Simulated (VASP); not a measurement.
Crystal: FeO (Wuestite).

```
Fe O
1.0
     0.00000    2.15540    2.15540
     2.15540    0.00000    2.15540
     2.15540    2.15540    0.00000
Fe O
1 1
Direct
  0.00000 0.00000 0.00000
  0.50000 0.50000 0.50000
```

Program: VASP 6.6.1. Alike in all runs: task single point; level PBE; potentials or basis VASP PAW PBE potentials, release 64 (Fe, O); cell as given; k mesh 10 × 10 × 10; cutoff (eV) 600; smearing fermi-dirac 0.05 eV.

Q: Order these runs on this cell by their pressure, lowest first.
A. spin collinear, ferromagnetic start; fixed moment (μB) 3.2
B. spin collinear, ferrimagnetic start; fixed moment (μB) 1.1
C. spin collinear, ferromagnetic start; fixed moment (μB) 4.2
D. spin collinear, ferrimagnetic start; fixed moment (μB) 2.1
E. spin collinear, zero start; fixed moment (μB) 0.0

A: E (-25.7 GPa), B (-23.7 GPa), D (-18.1 GPa), A (-9.2 GPa), C (4.2 GPa).

Caveats: the total moment is fixed, so each spin has its own Fermi level; a cell with one magnetic atom can't hold antiferromagnetic order, which such compounds often take (some runs).
